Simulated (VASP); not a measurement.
# ZrS (Fm-3m) in VASP: a series of runs

ZrS is run at these levels: r2SCAN; tasks: single point.

Program: VASP 6.6.1. These are calculated values, not measurements. Logs are shortened: lines on timing, memory, paths and dates and some standing lists are left out, and cuts for length are marked.

## 1. The cell of the first run

Symmetry: Fm-3m, No. 225, cubic system. The conventional cell has a = 5.250 Å, b = 5.250 Å, c = 5.250 Å, α = 90.00°, β = 90.00°, γ = 90.00°. Within 3.5 Å of Zr (site symmetry m-3m) lie 6 S at 2.62 Å. S (site symmetry m-3m) has 6 Zr at 2.62 Å within 3.5 Å.

## 2. Single point, r2SCAN

POSCAR

```
ZrS
1.0
    0.0000000000      2.6250000000      2.6250000000
    2.6250000000      0.0000000000      2.6250000000
    2.6250000000      2.6250000000      0.0000000000
Zr S
1 1
Direct
    0.0000000000      0.0000000000      0.0000000000
    0.5000000000      0.5000000000      0.5000000000
```

INCAR.step1

```
SYSTEM = ZrS
ALGO = Normal
EDIFF = 1E-4
ENCUT = 520
GGA = PE
ISMEAR = 0
LASPH = .TRUE.
LCHARG = .FALSE.
LREAL = .FALSE.
LWAVE = .TRUE.
NBANDS = 16
NELM = 80
PREC = Accurate
SIGMA = 0.1
```

INCAR.step2

```
SYSTEM = ZrS
ALGO = Normal
EDIFF = 1E-6
ENCUT = 520
ISIF = 2
ISMEAR = 0
ISTART = 1
LASPH = .TRUE.
LCHARG = .FALSE.
LMIXTAU = .TRUE.
LREAL = .FALSE.
LWAVE = .FALSE.
METAGGA = R2SCAN
NBANDS = 16
NELM = 80
PREC = Accurate
SIGMA = 0.1
```

KPOINTS

```
k-points
0
G
  18 18 18
  0 0 0
```

Potentials or basis: VASP PAW PBE potentials, release 64 (Zr_sv, S).

Started as:

```
cat potpaw_PBE.64/Zr_sv/POTCAR potpaw_PBE.64/S/POTCAR > POTCAR
cp INCAR.step1 INCAR
mpirun -np 1 vasp_std > vasp.out
cp INCAR.step2 INCAR
mpirun -np 1 vasp_std > vasp.out
```

OUTCAR:

```text
SYSTEM = ZrS
   EDIFF = 1E-6
   ENCUT = 520
   ISIF = 2
   ISMEAR = 0
   ISTART = 1
   LASPH = .TRUE.
   LREAL = .FALSE.
   METAGGA = R2SCAN
   NELM = 80
   PREC = Accurate

 ion  position               nearest neighbor table
   1  0.000  0.000  0.000-   2 2.62   2 2.62   2 2.62   2 2.62   2 2.62   2 2.62
   2  0.500  0.500  0.500-   1 2.62   1 2.62   1 2.62   1 2.62   1 2.62   1 2.62

  LATTYP: Found a face centered cubic cell.
 ALAT       =     5.2500000000

  Lattice vectors:

 A1 = (   0.0000000000,   2.6250000000,   2.6250000000)
 A2 = (   2.6250000000,   0.0000000000,   2.6250000000)
 A3 = (   2.6250000000,   2.6250000000,   0.0000000000)

Analysis of symmetry for initial positions (statically):
=====================================================================
 Subroutine PRICEL returns:
 Original cell was already a primitive cell.

 Routine SETGRP: Setting up the symmetry group for a
 face centered cubic supercell.

 Subroutine GETGRP returns: Found 48 space group operations
 (whereof 48 operations were pure point group operations)
 out of a pool of 48 trial point group operations.

The static configuration has the point symmetry O_h .

Analysis of symmetry for dynamics (positions and initial velocities):
=====================================================================
 Subroutine PRICEL returns:
 Original cell was already a primitive cell.

 Routine SETGRP: Setting up the symmetry group for a
 face centered cubic supercell.

 Subroutine GETGRP returns: Found 48 space group operations
 (whereof 48 operations were pure point group operations)
 out of a pool of 48 trial point group operations.

The dynamic configuration has the point symmetry O_h .

 Subroutine INISYM returns: Found 48 space group operations
 (whereof 48 operations are pure point group operations),
 and found     1 'primitive' translations

----------------------------------------------------------------------------------------

                                     Primitive cell

  volume of cell :      36.1758

  direct lattice vectors                    reciprocal lattice vectors
     0.000000000  2.625000000  2.625000000    -0.190476190  0.190476190  0.190476190
     2.625000000  0.000000000  2.625000000     0.190476190 -0.190476190  0.190476190
     2.625000000  2.625000000  0.000000000     0.190476190  0.190476190 -0.190476190

  length of vectors
     3.712310601  3.712310601  3.712310601     0.329914440  0.329914440  0.329914440

  position of ions in fractional coordinates (direct lattice)
     0.000000000  0.000000000  0.000000000
     0.500000000  0.500000000  0.500000000

  ion indices of the primitive-cell ions
   primitive index   ion index
                 1           1
                 2           2

----------------------------------------------------------------------------------------

 KPOINTS: k-points

Automatic generation of k-mesh.
 Grid dimensions read from file:
 generate k-points for:   18   18   18

 Generating k-lattice:

  Cartesian coordinates                     Fractional coordinates (reciprocal lattice)
    -0.010582011  0.010582011  0.010582011     0.055555556  0.000000000  0.000000000
     0.010582011 -0.010582011  0.010582011     0.000000000  0.055555556  0.000000000
     0.010582011  0.010582011 -0.010582011     0.000000000  0.000000000  0.055555556

  Length of vectors
     0.018328580  0.018328580  0.018328580

  Shift w.r.t. Gamma in fractional coordinates (k-lattice)
     0.000000000  0.000000000  0.000000000

 Subroutine IBZKPT returns following result:
 ===========================================

 Found    195 irreducible k-points:

 Following reciprocal coordinates:
            Coordinates               Weight
  0.000000  0.000000  0.000000      1.000000
  0.055556  0.000000  0.000000      8.000000
  0.111111  0.000000  0.000000      8.000000
  0.166667  0.000000  0.000000      8.000000
  0.222222  0.000000  0.000000      8.000000
  0.277778  0.000000  0.000000      8.000000
[... 16 lines left out ...]
 -0.277778  0.055556  0.000000     24.000000
 -0.222222  0.055556  0.000000     24.000000
 [... further k-points ...]
   k-points           NKPTS =    195   k-points in BZ     NKDIM =    195   number of bands    NBANDS=     16
   number of dos      NEDOS =    301   number of ions     NIONS =      2
   total plane-waves  NPLWV =  21952
   dimension x,y,z NGX =    28 NGY =   28 NGZ =   28
   dimension x,y,z NGXF=    56 NGYF=   56 NGZF=   56
   ions per type =               1   1
   NGX,Y,Z   is equivalent  to a cutoff of  12.54, 12.54, 12.54 a.u.
   NGXF,Y,Z  is equivalent  to a cutoff of  25.08, 25.08, 25.08 a.u.
 SYSTEM =  ZrS
   PREC   = accura    normal or accurate (medium, high low for compatibility)
   ISTART =      1    job   : 0-new  1-cont  2-samecut
   ICHARG =      0    charge: 1-file 2-atom 10-const
   ISPIN  =      1    spin polarized calculation?
   LNONCOLLINEAR =      F non collinear calculations
   LSORBIT =      F    spin-orbit coupling
   LASPH  =      T    aspherical Exc in radial PAW
   ENCUT  =  520.0 eV  38.22 Ry    6.18 a.u.   6.90  6.90  6.90*2*pi/ulx,y,z
   NELM   =     80;   NELMIN=  2; NELMDL=  0     # of ELM steps
   EDIFF  = 0.1E-05   stopping-criterion for ELM
   LREAL  =      F    real-space projection
   EDIFFG = 0.1E-04   stopping-criterion for IOM
   NSW    =      0    number of steps for IOM
   IBRION =     -1    ionic relax: 0-MD 1-quasi-New 2-CG
   NFREE  =      0    steps in history (QN), initial steepest desc. (CG)
   ISIF   =      2    stress and relaxation
   ISYM   =      2    0-nonsym 1-usesym 2-fastsym
   POTIM  = 0.5000    time-step for ionic-motion
   TEBEG  =    0.0;   TEEND  =   0.0 temperature during run
   PSTRESS=    0.0 pullay stress
   NELECT =      18.0000    total number of electrons
   NUPDOWN=      -1.0000    fix difference up-down
   EMIN   =  10.00;   EMAX   =-10.00  energy-range for DOS
   EFERMI =   0.00;   METHOD = LEGACY
   ISMEAR =     0;   SIGMA  =   0.10  broadening in eV -4-tet -1-fermi 0-gaus
   EFERMI_NEDOS =   21; number of points for ismear=-14 and -15
   IALGO  =     38    algorithm
   IMIX   =      4    mixing-type and parameters
     AMIX     =   0.40;   BMIX     =  1.00
     AMIX_MAG =   1.60;   BMIX_MAG =  1.00
  volume/ion in A,a.u.               =      18.09       122.06
  Fermi-wavevector in a.u.,A,eV,Ry     =   1.297258  2.451462 22.896950  1.682878
  Thomas-Fermi vector in A             =   2.428662
   LORBIT       =      0    0 simple, 1 ext, 2 COOP (PROOUT), +10 PAW based schemes
   METAGGA = R2SCAN    functional components
   LHFCALC =     F    Hartree Fock is set to
   AEXX    =    0.0000 exact exchange contribution
   IVDW    =     0    specifies the selected vdW correction
   LEPSILON=     F    determine dielectric tensor
   LRPA    =     F    only Hartree local field effects (RPA)
 non-spin polarized calculation
 Gauss-broadening in eV      SIGMA  =   0.10
  energy-cutoff  :      520.00
  volume of cell :       36.18
 maximum number of plane-waves:       990
   NGX = 13   NGY = 13   NGZ = 13

 number of electron      18.0000000 magnetization

 Free energy of the ion-electron system (eV)
  ---------------------------------------------------
  ext. energy  EPLUGINS =         0.00000000
  ---------------------------------------------------
  free energy    TOTEN  =       -33.88441514 eV

  energy without entropy =      -33.87710981  energy(sigma->0) =      -33.88076248

 E-fermi :  10.9439     XC(G=0): -11.9631

 val. band max:       10.9252201802   @ k =   0.2778   0.2222   0.0000
 cond. band min:      10.9456517520   @ k =  -0.2778   0.4444   0.2222
 fundamental gap:      0.0204315718
 Fermi energy:        10.9438697891

 k-point     1 :       0.0000    0.0000    0.0000
  band No.  band energies     occupation
      1     -40.9402      2.00000
      2     -18.2208      2.00000
      3     -18.2208      2.00000
      4     -18.2207      2.00000
      5      -5.8617      2.00000
      6       6.9489      2.00000
[... 8 lines left out ...]
     15      18.6380      0.00000
     16      23.4241      0.00000

 k-point     2 :       0.0556    0.0000    0.0000
  band No.  band energies     occupation
      1     -40.9394      2.00000
      2     -18.2321      2.00000
      3     -18.2217      2.00000
      4     -18.2217      2.00000
      5      -5.8214      2.00000
      6       6.7095      2.00000
[... 8 lines left out ...]
     15      18.7680      0.00000
     16      23.1670      0.00000

 k-point     3 :       0.1111    0.0000    0.0000
  band No.  band energies     occupation
      1     -40.9370      2.00000
      2     -18.2645      2.00000
      3     -18.2243      2.00000
      4     -18.2243      2.00000
      5      -5.7035      2.00000
      6       6.1286      2.00000
[... 8 lines left out ...]
     15      19.1060      0.00000
     16      22.5800      0.00000

 k-point     4 :       0.1667    0.0000    0.0000
  band No.  band energies     occupation
      1     -40.9334      2.00000
      2     -18.3136      2.00000
      3     -18.2284      2.00000
      4     -18.2283      2.00000
      5      -5.5179      2.00000
      6       5.4056      2.00000
[... 8 lines left out ...]
     15      19.4314      0.00000
     16      22.1211      0.00000
[... 324 lines left out ...]
 k-point    22 :      -0.3333    0.0556    0.0000
  band No.  band energies     occupation
      1     -40.9180      2.00000
      2     -18.5068      2.00000
      3     -18.2561      2.00000
      4     -18.2419      2.00000
      5      -4.6584      2.00000
      6       3.1700      2.00000
[... 8 lines left out ...]
     15      18.7177      0.00000
     16      18.9397      0.00000

 k-point    23 :      -0.2778    0.0556    0.0000
  band No.  band energies     occupation
      1     -40.9222      2.00000
      2     -18.4540      2.00000
      3     -18.2520      2.00000
      4     -18.2362      2.00000
      5      -4.9113      2.00000
      6       3.7112      2.00000
[... 8 lines left out ...]
     15      19.4596      0.00000
     16      19.5310      0.00000

 k-point    24 :      -0.2222    0.0556    0.0000
  band No.  band energies     occupation
      1     -40.9268      2.00000
      2     -18.3944      2.00000
      3     -18.2465      2.00000
      4     -18.2307      2.00000
      5      -5.1744      2.00000
      6       4.3457      2.00000
[... 8 lines left out ...]
     15      19.3786      0.00000
     16      20.3509      0.00000

 [... further k-points ...]
[... 5 lines left out ...]
  --------------------------------------------------------------------------------------
  -------------------------------------------------------------------------------------
  Total       -0.4523422     -0.4523422     -0.4523422      0.0000000     -0.0000000      0.0000000
  in kB      -20.0336349    -20.0336349    -20.0336349      0.0000000     -0.0000000      0.0000000
  external PRESSURE =     -20.0336349 kB  Pullay stress =       0.0000000 kB

 VOLUME and BASIS-vectors are now :
 -----------------------------------------------------------------------------
  energy-cutoff  :      520.00
  volume of cell :       36.18
      direct lattice vectors                 reciprocal lattice vectors
     0.000000000  2.625000000  2.625000000    -0.190476190  0.190476190  0.190476190
     2.625000000  0.000000000  2.625000000     0.190476190 -0.190476190  0.190476190
     2.625000000  2.625000000  0.000000000     0.190476190  0.190476190 -0.190476190

 POSITION                                       TOTAL-FORCE (eV/Angst)
 -----------------------------------------------------------------------------------
      0.00000      0.00000      0.00000        -0.000000     -0.000000     -0.000000
      2.62500      2.62500      2.62500         0.000000      0.000000      0.000000
 -----------------------------------------------------------------------------------
    total drift:                                0.000000      0.000000      0.000000

  FREE ENERGIE OF THE ION-ELECTRON SYSTEM (eV)
  ---------------------------------------------------
  free  energy   TOTEN  =       -33.8844151428 eV

  energy  without entropy=      -33.8771098124  energy(sigma->0) =      -33.88076248
```

Run time: 3.5 min. Hardware: 1 thread of Intel Xeon Platinum 8488C (Sapphire Rapids), shared host; peak memory 0.25 GiB.

What came out:

```
Free energy            : -33.8844 eV
Pressure               : -2.0 GPa
Band gap on the k mesh : zero (bands 9 and 10 overlap by 2.91 eV)
```

Levels at points of the mesh, in eV from the Fermi level:
```csv
k point,band 5,band 6,band 7,band 8,band 9,band 10,band 11,band 12,band 13,band 14
"(0.00, 0.00, 0.00)",-16.81,-3.99,-3.99,-3.99,-1.43,-1.43,-1.43,-0.69,-0.69,2.32
"(0.50, 0.00, 0.00)",-15.23,-8.51,-6.44,-6.44,1.48,1.48,1.83,2.08,5.76,5.76
"(0.50, 0.50, 0.00)",-15.94,-6.77,-4.96,-4.96,-3.54,0.53,2.38,2.38,3.04,3.55
```

Caveat: the PAW data sets were made with another functional, which shifts forces and pressure a little.

(Part 1 of 2 ends here.)
